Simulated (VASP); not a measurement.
# Al (Fm-3m) in VASP: further runs

Aim: see how the results for Al move with the level of theory and the settings. Levels: PBE, PBEsol. Tasks: single point.

Everything below comes from runs of VASP 6.6.1. Logs are shortened: lines on timing, memory, paths and dates and some standing lists are left out, and cuts for length are marked.

## 1. The cell of the first run

Symmetry: Fm-3m, No. 225, cubic system. Conventional cell: a = 4.041 Å, b = 4.041 Å, c = 4.041 Å, α = 90.00°, β = 90.00°, γ = 90.00°. Within 3.8 Å of Al (site symmetry m-3m) lie 12 Al at 2.86 Å.

## 2. Single point, PBE

File POSCAR:

```
Al
1.0
   -1.4287113756      1.4287113756      2.0204897049
    1.4287113756     -1.4287113756      2.0204897049
    1.4287113756      1.4287113756     -2.0204897049
Al
1
Direct
    0.5000000000      0.5000000000      0.0000000000
```

File INCAR.step1:

```
  ALGO = Fast
  EDIFF = 1E-6
  ENCUT = 520
  GGA = PE
  ISIF = 2
  ISMEAR = 0
  LASPH = True
  LCHARG = True
  LREAL = False
  LWAVE = False
  NBANDS = 8
  NELM = 100
  PREC = Accurate
  SIGMA = 0.1
```

File KPOINTS.step1:

```
k-points
0
Gamma
  28 28 28
```

File INCAR.step2:

```
  ALGO = Fast
  EDIFF = 1E-6
  ENCUT = 520
  GGA = PE
  ICHARG = 11
  ISIF = 2
  ISMEAR = -5
  LASPH = True
  LCHARG = False
  LORBIT = 10
  LREAL = False
  LWAVE = False
  NBANDS = 8
  NEDOS = 2001
  NELM = 100
  PREC = Accurate
  SIGMA = 0.1
```

File KPOINTS.step2:

```
k-points
0
Gamma
  42 42 42
```

Potentials or basis: VASP PAW PBE potentials, release 64 (Al).

Command:

```bash
> cat potpaw_PBE.64/Al/POTCAR > POTCAR
> cp INCAR.step1 INCAR
> cp KPOINTS.step1 KPOINTS
> mpirun -np 1 vasp_std > vasp.out
> cp INCAR.step2 INCAR
> cp KPOINTS.step2 KPOINTS
> mpirun -np 1 vasp_std > vasp.out
```

OUTCAR:

```text
EDIFF = 1E-6
   ENCUT = 520
   GGA = PE
   ICHARG = 11
   ISIF = 2
   ISMEAR = -5
   LASPH = True
   LORBIT = 10
   LREAL = False
   NELM = 100
   PREC = Accurate

 ion  position               nearest neighbor table
   1  0.500  0.500  0.000-

  LATTYP: Found a face centered cubic cell.
 ALAT       =     4.0409927090

  Lattice vectors:

 A1 = (   1.4287113756,  -1.4287113756,  -2.0204897049)
 A2 = (   1.4287113756,   1.4287113756,  -2.0204897049)
 A3 = (   2.8574227512,  -0.0000000000,   0.0000000000)

Analysis of symmetry for initial positions (statically):
=====================================================================
 Subroutine PRICEL returns:
 Original cell was already a primitive cell.

 Routine SETGRP: Setting up the symmetry group for a
 face centered cubic supercell.

 Subroutine GETGRP returns: Found 48 space group operations
 (whereof 48 operations were pure point group operations)
 out of a pool of 48 trial point group operations.

The static configuration has the point symmetry O_h .

Analysis of symmetry for dynamics (positions and initial velocities):
=====================================================================
 Subroutine PRICEL returns:
 Original cell was already a primitive cell.

 Routine SETGRP: Setting up the symmetry group for a
 face centered cubic supercell.

 Subroutine GETGRP returns: Found 48 space group operations
 (whereof 48 operations were pure point group operations)
 out of a pool of 48 trial point group operations.

The dynamic configuration has the point symmetry O_h .

 Subroutine INISYM returns: Found 48 space group operations
 (whereof 48 operations are pure point group operations),
 and found     1 'primitive' translations

----------------------------------------------------------------------------------------

                                     Primitive cell

  volume of cell :      16.4970

  direct lattice vectors                    reciprocal lattice vectors
    -1.428711376  1.428711376  2.020489705     0.000000000  0.349965716  0.247464760
     1.428711376 -1.428711376  2.020489705     0.349965716  0.000000000  0.247464760
     1.428711376  1.428711376 -2.020489705     0.349965716  0.349965716  0.000000000

  length of vectors
     2.857413347  2.857413347  2.857413347     0.428619657  0.428619657  0.494926262

  position of ions in fractional coordinates (direct lattice)
     0.500000000  0.500000000  0.000000000

  ion indices of the primitive-cell ions
   primitive index   ion index
                 1           1

----------------------------------------------------------------------------------------

 KPOINTS: k-points

Automatic generation of k-mesh.
 Grid dimensions read from file:
 generate k-points for:   42   42   42

 Generating k-lattice:

  Cartesian coordinates                     Fractional coordinates (reciprocal lattice)
     0.000000000  0.008332517  0.005892018     0.023809524  0.000000000 -0.000000000
     0.008332517  0.000000000  0.005892018     0.000000000  0.023809524 -0.000000000
     0.008332517  0.008332517  0.000000000     0.000000000  0.000000000  0.023809524

  Length of vectors
     0.010205230  0.010205230  0.011783959

  Shift w.r.t. Gamma in fractional coordinates (k-lattice)
     0.000000000  0.000000000  0.000000000

 TETIRR: Found  47466 inequivalent tetrahedra from   444528

 Subroutine IBZKPT returns following result:
 ===========================================

 Found   1903 irreducible k-points:

 Following reciprocal coordinates:
            Coordinates               Weight
  0.000000  0.000000  0.000000      1.000000
  0.023810  0.000000 -0.000000      8.000000
  0.047619  0.000000 -0.000000      8.000000
  0.071429  0.000000  0.000000      8.000000
  0.095238 -0.000000  0.000000      8.000000
  0.119048 -0.000000  0.000000      8.000000
[... 16 lines left out ...]
  0.023810  0.023810 -0.000000     12.000000
  0.047619  0.023810 -0.000000     24.000000
 [... further k-points ...]
   k-points           NKPTS =   1903   k-points in BZ     NKDIM =   1903   number of bands    NBANDS=      8
   number of dos      NEDOS =   2001   number of ions     NIONS =      1
   total plane-waves  NPLWV =  13824
   dimension x,y,z NGX =    24 NGY =   24 NGZ =   24
   dimension x,y,z NGXF=    48 NGYF=   48 NGZF=   48
   ions per type =               1
   NGX,Y,Z   is equivalent  to a cutoff of  13.96, 13.96, 13.96 a.u.
   NGXF,Y,Z  is equivalent  to a cutoff of  27.93, 27.93, 27.93 a.u.
 SYSTEM =  unknown system
   PREC   = accura    normal or accurate (medium, high low for compatibility)
   ISTART =      0    job   : 0-new  1-cont  2-samecut
   ICHARG =     11    charge: 1-file 2-atom 10-const
   ISPIN  =      1    spin polarized calculation?
   LNONCOLLINEAR =      F non collinear calculations
   LSORBIT =      F    spin-orbit coupling
   LASPH  =      T    aspherical Exc in radial PAW
   ENCUT  =  520.0 eV  38.22 Ry    6.18 a.u.   5.31  5.31  5.31*2*pi/ulx,y,z
   NELM   =    100;   NELMIN=  2; NELMDL=  0     # of ELM steps
   EDIFF  = 0.1E-05   stopping-criterion for ELM
   LREAL  =      F    real-space projection
   EDIFFG = 0.1E-04   stopping-criterion for IOM
   NSW    =      0    number of steps for IOM
   IBRION =     -1    ionic relax: 0-MD 1-quasi-New 2-CG
   NFREE  =      0    steps in history (QN), initial steepest desc. (CG)
   ISIF   =      2    stress and relaxation
   ISYM   =      2    0-nonsym 1-usesym 2-fastsym
   POTIM  = 0.5000    time-step for ionic-motion
   TEBEG  =    0.0;   TEEND  =   0.0 temperature during run
   PSTRESS=    0.0 pullay stress
   NELECT =       3.0000    total number of electrons
   NUPDOWN=      -1.0000    fix difference up-down
   EMIN   =  10.00;   EMAX   =-10.00  energy-range for DOS
   EFERMI =   0.00;   METHOD = LEGACY
   ISMEAR =    -5;   SIGMA  =   0.10  broadening in eV -4-tet -1-fermi 0-gaus
   EFERMI_NEDOS =   21; number of points for ismear=-14 and -15
   IALGO  =     68    algorithm
   IMIX   =      4    mixing-type and parameters
     AMIX     =   0.40;   BMIX     =  1.00
     AMIX_MAG =   1.60;   BMIX_MAG =  1.00
  volume/ion in A,a.u.               =      16.50       111.33
  Fermi-wavevector in a.u.,A,eV,Ry     =   0.927499  1.752719 11.704467  0.860254
  Thomas-Fermi vector in A             =   2.053575
   LORBIT       =     10    0 simple, 1 ext, 2 COOP (PROOUT), +10 PAW based schemes
   GGA     = PE    functional components
   LHFCALC =     F    Hartree Fock is set to
   AEXX    =    0.0000 exact exchange contribution
   IVDW    =     0    specifies the selected vdW correction
   LEPSILON=     F    determine dielectric tensor
   LRPA    =     F    only Hartree local field effects (RPA)
 non-spin polarized calculation
 RMM-DIIS sequential band-by-band and
 Fermi weights with tetrahedron method with Bloechl corrections
  energy-cutoff  :      520.00
  volume of cell :       16.50
 maximum number of plane-waves:       459
 NGX is ok and might be reduce to    24

 number of electron       3.0000000 magnetization

 Free energy of the ion-electron system (eV)
  ---------------------------------------------------
  ext. energy  EPLUGINS =         0.00000000
  ---------------------------------------------------
  free energy    TOTEN  =        -3.74605694 eV

  energy without entropy =       -3.74605694  energy(sigma->0) =       -3.74605694

 E-fermi :   8.0184     XC(G=0): -10.1973

 val. band max:        8.0916323556   @ k =   0.4286   0.3333   0.0476
 cond. band min:       7.9582540338   @ k =   0.3810   0.3333   0.0714
 fundamental gap:     -0.1333783218
 Fermi energy:         8.0183914146

 k-point     1 :       0.0000    0.0000    0.0000
  band No.  band energies     occupation
      1      -3.1337      2.00000
      2      20.6221      0.00000
      3      20.6221      0.00000
      4      20.6221      0.00000
      5      22.1153      0.00000
      6      22.1153      0.00000
      7      22.1153      0.00000
      8      24.4690      0.00000

 k-point     2 :       0.0238    0.0000   -0.0000
  band No.  band energies     occupation
      1      -3.1183      2.00000
      2      20.2156      0.00000
      3      20.5516      0.00000
      4      20.5516      0.00000
      5      22.2101      0.00000
      6      22.2101      0.00000
      7      22.3457      0.00000
      8      24.6339      0.00000

 k-point     3 :       0.0476    0.0000   -0.0000
  band No.  band energies     occupation
      1      -3.0721      2.00000
      2      19.4049      0.00000
      3      20.3792      0.00000
      4      20.3793      0.00000
      5      22.4545      0.00000
      6      22.4546      0.00000
      7      22.6310      0.00000
      8      25.1264      0.00000

 k-point     4 :       0.0714    0.0000    0.0000
  band No.  band energies     occupation
      1      -2.9950      2.00000
      2      18.4830      0.00000
      3      20.1648      0.00000
      4      20.1648      0.00000
      5      22.7586      0.00000
      6      22.7868      0.00000
      7      22.7868      0.00000
      8      25.8676      0.00000

 k-point     5 :       0.0952   -0.0000    0.0000
  band No.  band energies     occupation
      1      -2.8872      2.00000
      2      17.5257      0.00000
      3      19.9426      0.00000
      4      19.9426      0.00000
      5      22.7757      0.00000
      6      23.1667      0.00000
      7      23.1667      0.00000
      8      26.2230      0.00000

 k-point     6 :       0.1190   -0.0000    0.0000
  band No.  band energies     occupation
      1      -2.7488      2.00000
      2      16.5596      0.00000
      3      19.7288      0.00000
      4      19.7288      0.00000
      5      22.7358      0.00000
      6      23.5625      0.00000
      7      23.5625      0.00000
      8      25.7742      0.00000

 k-point     7 :       0.1429   -0.0000    0.0000
  band No.  band energies     occupation
      1      -2.5797      2.00000
      2      15.5969      0.00000
      3      19.5310      0.00000
      4      19.5310      0.00000
      5      22.6686      0.00000
      6      23.9126      0.00000
      7      23.9127      0.00000
      8      25.3951      0.00000
[... 133 lines left out ...]
 k-point    20 :       0.4524    0.0000    0.0000
  band No.  band energies     occupation
      1       2.3258      2.00000
      2       4.8128      2.00000
      3      19.1179      0.00000
      4      19.1181      0.00000
      5      19.8627      0.00000
      6      19.8629      0.00000
      7      22.8185      0.00000
      8      23.7020      0.00000

 k-point    21 :       0.4762   -0.0000    0.0000
  band No.  band energies     occupation
      1       2.8999      2.00000
      2       4.1574      2.00000
      3      19.2640      0.00000
      4      19.2641      0.00000
      5      19.6390      0.00000
      6      19.6391      0.00000
      7      22.9897      0.00000
      8      23.4518      0.00000

 k-point    22 :       0.5000   -0.0000    0.0000
  band No.  band energies     occupation
      1       3.4083      2.00000
      2       3.6219      2.00000
      3      19.4135      0.00000
      4      19.4136      0.00000
      5      19.4636      0.00000
      6      19.4637      0.00000
      7      23.1303      0.00000
      8      23.2848      0.00000

 k-point    23 :       0.0238    0.0238   -0.0000
  band No.  band energies     occupation
      1      -3.0926      2.00000
      2      19.8633      0.00000
      3      20.1026      0.00000
      4      20.6621      0.00000
      5      22.1419      0.00000
      6      22.5443      0.00000
      7      22.5655      0.00000
      8      24.9015      0.00000

 k-point    24 :       0.0476    0.0238   -0.0000
  band No.  band energies     occupation
      1      -3.0361      2.00000
      2      19.0800      0.00000
      3      19.7883      0.00000
      4      20.6305      0.00000
      5      22.2635      0.00000
      6      22.7707      0.00000
      7      22.9156      0.00000
      8      25.4694      0.00000

 [... further k-points ...]

------------------------ aborting loop because EDIFF is reached ----------------------------------------

  FORCE on cell =-STRESS in cart. coord.  units (eV):
  Direction    XX          YY          ZZ          XY          YZ          ZX
  --------------------------------------------------------------------------------------
  -------------------------------------------------------------------------------------
  Total       -0.0155748     -0.0155748     -0.0155746     -0.0000000     -0.0000000     -0.0000000
  in kB       -1.5126105     -1.5126105     -1.5125906     -0.0000000     -0.0000000     -0.0000000
  external PRESSURE =      -1.5126038 kB  Pullay stress =       0.0000000 kB

 VOLUME and BASIS-vectors are now :
 -----------------------------------------------------------------------------
  energy-cutoff  :      520.00
  volume of cell :       16.50
      direct lattice vectors                 reciprocal lattice vectors
    -1.428711376  1.428711376  2.020489705     0.000000000  0.349965716  0.247464760
     1.428711376 -1.428711376  2.020489705     0.349965716  0.000000000  0.247464760
     1.428711376  1.428711376 -2.020489705     0.349965716  0.349965716  0.000000000

 POSITION                                       TOTAL-FORCE (eV/Angst)
 -----------------------------------------------------------------------------------
      0.00000      0.00000      2.02049         0.000000     -0.000000     -0.000000
 -----------------------------------------------------------------------------------
    total drift:                                0.000000     -0.000000      0.000000

  FREE ENERGIE OF THE ION-ELECTRON SYSTEM (eV)
  ---------------------------------------------------
  free  energy   TOTEN  =        -3.7460569409 eV

  energy  without entropy=       -3.7460569409  energy(sigma->0) =       -3.74605694

 total charge

# of ion       s       p       d       tot
------------------------------------------
    1        0.428   0.339   0.000   0.767
```

It took 3.7 min on 1 thread of Intel Xeon 8259CL, shared host; peak memory 0.38 GiB.

Results:

* Valence electrons inside the program's atomic spheres: Al 0.77

Caveat: tetrahedron occupations give inexact forces and stress in metals.

## 3. Single point, PBEsol

POSCAR is that of step 2.

File INCAR.step1:

```
PREC = Accurate
ENCUT = 520
EDIFF = 1E-6
ISMEAR = 0
SIGMA = 0.1
LREAL = F
LASPH = T
NELM = 60
ALGO = Fast
ISIF = 2
LWAVE = F
LCHARG = T
GGA = PS
NBANDS = 8
```

File KPOINTS.step1:

```
regular mesh
0
Gamma
  28 28 28
```

File INCAR.step2:

```
PREC = Accurate
ENCUT = 520
EDIFF = 1E-6
ISMEAR = -5
SIGMA = 0.1
LREAL = F
LASPH = T
NELM = 60
ALGO = Fast
ISIF = 2
LWAVE = F
LCHARG = F
GGA = PS
LORBIT = 11
NEDOS = 2001
ICHARG = 11
```

File KPOINTS.step2:

```
regular mesh
0
Gamma
  42 42 42
```

Potentials or basis: VASP PAW PBE potentials, release 64 (Al).

Command:

```bash
> cat potpaw_PBE.64/Al/POTCAR > POTCAR
> cp INCAR.step1 INCAR
> cp KPOINTS.step1 KPOINTS
> mpirun -np 1 vasp_std > vasp.out
> cp INCAR.step2 INCAR
> cp KPOINTS.step2 KPOINTS
> mpirun -np 1 vasp_std > vasp.out
```

Wall time 2.5 min (1 thread of Intel Xeon 8259CL, shared host); peak memory 0.32 GiB.

It converged, with:

| Item | Value |
| --- | --- |
| Valence electrons inside the program's atomic spheres | Al 0.77 |

Levels at points of the mesh, in eV from the Fermi level:
```tsv
k point	band 1	band 2	band 3	band 4	band 5
(0.00, 0.00, 0.00)	-11.14	12.58	12.58	12.58	14.08
(0.50, 0.00, 0.00)	-4.61	-4.39	11.38	11.40	11.42
(0.50, 0.50, 0.00)	-2.93	-1.62	5.24	5.57	5.57
```

Caveat: the PAW data sets were made with another functional, which shifts forces and pressure a little; tetrahedron occupations give inexact forces and stress in metals.
